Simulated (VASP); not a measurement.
# CoSi2 (Fm-3m) in VASP: notebook, part 2 of 2

VASP 6.6.1. Earlier steps stand in the parts before.

## (3) Single point, PBEsol, collinear spin, ferromagnetic start (12.50 Å³/atom)

This run uses another cell than the first one, of 12.50 Å³/atom.

File INCAR:

```
PREC     = Accurate       # precision mode
ENCUT    = 520            # plane-wave cutoff, eV
EDIFF    = 1E-6           # SCF threshold, eV
ISMEAR   = 0              # smearing method
SIGMA    = 0.15           # smearing width, eV
LREAL    = F              # projectors in reciprocal space
LASPH    = T              # aspherical terms in the spheres
NELM     = 150            # most SCF steps
ALGO     = Normal         # electronic algorithm
ISIF     = 2              # what is computed and relaxed
LWAVE    = F              # write WAVECAR
LCHARG   = F              # write CHGCAR
ISPIN    = 2              # spin polarisation
MAGMOM   = 1.1 0 0        # initial moments
LORBIT   = 11             # projections on sites
NUPDOWN  = 1.1            # fixed moment
LMAXMIX  = 4              # l up to which the mixer works
GGA      = PS             # functional
NBANDS   = 20             # bands
```

File KPOINTS:

```
regular mesh
0
Gamma
  14 14 14
```

File POSCAR:

```
CoSi2
1.0
    0.0000000000      2.6563531747      2.6563531747
    2.6563531747      0.0000000000      2.6563531747
    2.6563531747      2.6563531747      0.0000000000
Co Si
1 2
Direct
    0.0000000000      0.0000000000      0.0000000000
    0.2500000000      0.2500000000      0.2500000000
    0.7500000000      0.7500000000      0.7500000000
```

Potentials or basis: VASP PAW PBE potentials, release 64 (Co, Si).

Run with:

```console
$ cat potpaw_PBE.64/Co/POTCAR potpaw_PBE.64/Si/POTCAR > POTCAR
$ mpirun -np 1 vasp_std > vasp.out
```

Wall time 2.5 min (1 thread of Intel Xeon Platinum 8375C at 2.90GHz (Ice Lake), shared host); peak memory 0.25 GiB.

The run converged. Its results:

| Property | Result |
| --- | --- |
| Free energy | -20.4050 eV |
| Pressure | 5.4 GPa |
| Net moment | 1.10 μB per cell |
| Site moments | Co +0.68; Si +0.09 μB |
| Valence electrons inside the program's atomic spheres | Co 8.91; Si 1.61 |

Caveat: the cell stands under pressure; the PAW data sets were made with another functional, which shifts forces and pressure a little; the total moment is fixed, so each spin has its own Fermi level.

## (4) Single point, PBEsol, collinear spin, ferromagnetic start (12.50 Å³/atom)

This run uses another cell than the first one, of 12.50 Å³/atom.

File INCAR:

```
SYSTEM = CoSi2
PREC = Accurate
ENCUT = 520
EDIFF = 1E-6
ISMEAR = 0
SIGMA = 0.15
LREAL = .False.
LASPH = .True.
NELM = 150
ALGO = Normal
ISIF = 2
LWAVE = .False.
LCHARG = .False.
ISPIN = 2
MAGMOM = 1.65 0 0
LORBIT = 11
NUPDOWN = 1.65
LMAXMIX = 4
GGA = PS
NBANDS = 20
```

File KPOINTS:

```
Automatic mesh
0
Gamma
  14 14 14
  0 0 0
```

POSCAR is that of step 3.

Run with:

```console
$ cat potpaw_PBE.64/Co/POTCAR potpaw_PBE.64/Si/POTCAR > POTCAR
$ mpirun -np 1 vasp_std > vasp.out
```

It took 2.5 min on 1 thread of Intel Xeon Platinum 8375C at 2.90GHz (Ice Lake), shared host; peak memory 0.25 GiB.

The run converged. Its results:

* Free energy: -19.7661 eV
* Pressure: 11.3 GPa
* Net moment: 1.65 μB per cell
* Site moments: Co +1.04; Si +0.13 μB
* Valence electrons inside the program's atomic spheres: Co 8.89; Si 1.63

Caveat: the cell stands under pressure; the PAW data sets were made with another functional, which shifts forces and pressure a little; the total moment is fixed, so each spin has its own Fermi level.

## (5) Single point, PBEsol, collinear spin, ferromagnetic start (12.50 Å³/atom)

This run uses another cell than the first one, of 12.50 Å³/atom.

File INCAR:

```
SYSTEM = CoSi2
ALGO = Normal ; EDIFF = 1E-7
ENCUT = 520 ; GGA = PS
ISIF = 2 ; ISMEAR = 0
ISPIN = 2 ; LASPH = .TRUE.
LCHARG = .FALSE. ; LMAXMIX = 4
LORBIT = 11 ; LREAL = .FALSE.
LWAVE = .FALSE. ; MAGMOM = 0.55 0 0
NBANDS = 20 ; NELM = 150
NUPDOWN = 0.55 ; PREC = Accurate
SIGMA = 0.15
```

File KPOINTS:

```
k-points
0
G
  14 14 14
  0 0 0
```

POSCAR is that of step 4.

Potentials or basis: VASP PAW PBE potentials, release 64 (Co, Si).

Run with:

```console
$ cat potpaw_PBE.64/Co/POTCAR potpaw_PBE.64/Si/POTCAR > POTCAR
$ mpirun -np 1 vasp_std > vasp.out
```

OUTCAR:

```text
SYSTEM = CoSi2
   EDIFF = 1E-7
   ENCUT = 520
   GGA = PS
   ISIF = 2
   ISMEAR = 0
   ISPIN = 2
   LASPH = .TRUE.
   LORBIT = 11
   LREAL = .FALSE.
   NELM = 150
   NUPDOWN = 0.55
   PREC = Accurate

 ion  position               nearest neighbor table
   1  0.000  0.000  0.000-   3 2.30   3 2.30   3 2.30   2 2.30   3 2.30   2 2.30   2 2.30   2 2.30

   2  0.250  0.250  0.250-   1 2.30   1 2.30   1 2.30   1 2.30   3 2.66   3 2.66   3 2.66   3 2.66
                             3 2.66   3 2.66
   3  0.750  0.750  0.750-   1 2.30   1 2.30   1 2.30   1 2.30   2 2.66   2 2.66   2 2.66   2 2.66
                             2 2.66   2 2.66
[... 1331 lines left out ...]
  energy-cutoff  :      520.00
  volume of cell :       37.49
      direct lattice vectors                 reciprocal lattice vectors
     0.000000000  2.656353175  2.656353175    -0.188227983  0.188227983  0.188227983
     2.656353175  0.000000000  2.656353175     0.188227983 -0.188227983  0.188227983
     2.656353175  2.656353175  0.000000000     0.188227983  0.188227983 -0.188227983

 POSITION                                       TOTAL-FORCE (eV/Angst)
 -----------------------------------------------------------------------------------
      0.00000      0.00000      0.00000         0.000000      0.000000      0.000000
      1.32818      1.32818      1.32818        -0.000000     -0.000000     -0.000000
      3.98453      3.98453      3.98453         0.000000      0.000000      0.000000
 -----------------------------------------------------------------------------------
    total drift:                               -0.000000     -0.000000      0.000000

  FREE ENERGIE OF THE ION-ELECTRON SYSTEM (eV)
  ---------------------------------------------------
  free  energy   TOTEN  =       -20.8604686716 eV

  energy  without entropy=      -20.8479504528  energy(sigma->0) =      -20.85420956

 total charge

# of ion       s       p       d       tot
------------------------------------------
    1        0.556   0.757   7.617   8.930
    2        0.718   0.887   0.000   1.605
    3        0.718   0.887   0.000   1.605
--------------------------------------------------
tot          1.991   2.531   7.617  12.140

 magnetization (x)

# of ion       s       p       d       tot
------------------------------------------
    1        0.007   0.073   0.260   0.340
    2        0.004   0.036   0.000   0.040
    3        0.004   0.036   0.000   0.040
--------------------------------------------------
tot          0.014   0.145   0.260   0.419
```

OSZICAR:

```text
N       E                     dE             d eps       ncg     rms          rms(c)
DAV:   1     0.665646710169E+02    0.66565E+02   -0.64823E+03  8368   0.818E+02
DAV:   2    -0.179476049218E+02   -0.84512E+02   -0.73823E+02  8804   0.187E+02
DAV:   3    -0.224673424665E+02   -0.45197E+01   -0.43699E+01 10140   0.457E+01
DAV:   4    -0.225402399353E+02   -0.72897E-01   -0.72757E-01  9740   0.527E+00
DAV:   5    -0.225422508643E+02   -0.20109E-02   -0.20107E-02 10484   0.921E-01    0.157E+01
DAV:   6    -0.264217905929E+02   -0.38795E+01   -0.19268E+01  9352   0.876E+01    0.186E+01
DAV:   7    -0.209326089568E+02    0.54892E+01   -0.94247E+00 10168   0.673E+01    0.342E+00
DAV:   8    -0.208954348354E+02    0.37174E-01   -0.50312E-01 10036   0.400E+00    0.194E+00
DAV:   9    -0.208610136565E+02    0.34421E-01   -0.64016E-02  9948   0.412E+00    0.671E-01
DAV:  10    -0.208605783261E+02    0.43533E-03   -0.26822E-03 11296   0.437E-01    0.322E-01
DAV:  11    -0.208605327892E+02    0.45537E-04   -0.70020E-04 10784   0.438E-01    0.849E-02
DAV:  12    -0.208604662750E+02    0.66514E-04   -0.23765E-04 10816   0.267E-01    0.229E-02
DAV:  13    -0.208604701841E+02   -0.39091E-05   -0.11222E-05  9532   0.187E-02    0.112E-02
DAV:  14    -0.208604688900E+02    0.12941E-05   -0.13576E-06 10052   0.192E-02    0.550E-03
DAV:  15    -0.208604686643E+02    0.22565E-06   -0.48048E-07 12292   0.884E-03    0.197E-03
DAV:  16    -0.208604686716E+02   -0.72589E-08   -0.38653E-08  5240   0.142E-03
   1 F= -.20860469E+02 E0= -.20854210E+02  d E =-.125182E-01  mag=     0.5500
```

stdout:

```text
POSCAR found type information on POSCAR CoSi
 POSCAR found :  2 types and       3 ions
 scaLAPACK will be used
 -----------------------------------------------------------------------------
|                                                                             |
|                                                                             |
|     You enforced a specific xc type in the INCAR file but a different       |
|     I HOPE YOU KNOW WHAT YOU ARE DOING!                                     |
|                                                                             |
 -----------------------------------------------------------------------------

 LDA part: xc-table for (Slater+PW92), standard interpolation
 POSCAR, INCAR and KPOINTS ok, starting setup
 FFT: planning ... GRIDC
 FFT: planning ... GRID_SOFT
 FFT: planning ... GRID
 WAVECAR not read
 entering main loop
```

Run time: 2.6 min. Hardware: 1 thread of Intel Xeon Platinum 8375C at 2.90GHz (Ice Lake), shared host; peak memory 0.25 GiB.

Results:

- Free energy: -20.8605 eV
- Pressure: 0.9 GPa
- Net moment: 0.55 μB per cell
- Site moments: Co +0.34; Si +0.04 μB
- Valence electrons inside the program's atomic spheres: Co 8.93; Si 1.60

Caveat: the PAW data sets were made with another functional, which shifts forces and pressure a little; the total moment is fixed, so each spin has its own Fermi level.

## (6) Single point, PBEsol, collinear spin, ferromagnetic start (12.50 Å³/atom)

This run uses another cell than the first one, of 12.50 Å³/atom.

File INCAR:

```
  ALGO = Normal
  EDIFF = 1E-7
  ENCUT = 520
  GGA = PS
  ISIF = 2
  ISMEAR = 0
  ISPIN = 2
  LASPH = True
  LCHARG = False
  LMAXMIX = 4
  LORBIT = 11
  LREAL = False
  LWAVE = False
  MAGMOM = 1.925 0 0
  NBANDS = 20
  NELM = 150
  NUPDOWN = 1.925
  PREC = Accurate
  SIGMA = 0.15
```

File KPOINTS:

```
k-points
0
Gamma
  14 14 14
```

POSCAR is that of step 5.

Potentials or basis: VASP PAW PBE potentials, release 64 (Co, Si).

Run with:

```console
$ cat potpaw_PBE.64/Co/POTCAR potpaw_PBE.64/Si/POTCAR > POTCAR
$ mpirun -np 1 vasp_std > vasp.out
```

It took 2.4 min on 1 thread of Intel Xeon Platinum 8375C at 2.90GHz (Ice Lake), shared host; peak memory 0.25 GiB.

Results (log left out):

```yaml
Free_energy: -19.4064 eV
Pressure: 14.0 GPa
Net_moment: 1.93 μB per cell
Site_moments: Co +1.20; Si +0.16 μB
Valence_electrons_inside_the_program's_atomic_spheres: Co 8.87; Si 1.64
```

Caveat: the cell stands under pressure; the PAW data sets were made with another functional, which shifts forces and pressure a little; the total moment is fixed, so each spin has its own Fermi level.

## (7) Summary

| fixed moment (μB) | cell | pressure (GPa) | moment (μB) |
| --- | --- | --- | --- |
| 1.65 | a = 3.600 Å, angles 60.0°, 3 atoms | 45.5 | 1.65 |
| 1.1 | a = 3.757 Å, angles 60.0°, 3 atoms | 5.4 | 1.10 |
| 1.65 | a = 3.757 Å, angles 60.0°, 3 atoms | 11.3 | 1.65 |
| 0.55 | a = 3.757 Å, angles 60.0°, 3 atoms | 0.9 | 0.55 |
| 1.925 | a = 3.757 Å, angles 60.0°, 3 atoms | 14.0 | 1.93 |

Alike in all rows: task single point; level PBEsol; potentials or basis VASP PAW PBE potentials, release 64 (Co, Si); spin collinear, ferromagnetic start; k mesh 14 × 14 × 14; cutoff (eV) 520; smearing gaussian 0.15 eV.

Caveats: the PAW data sets were made with another functional, which shifts forces and pressure a little; the total moment is fixed, so each spin has its own Fermi level; the cell stands under pressure (at least some runs).

Absolute energies hang on the potentials; compare differences alone.
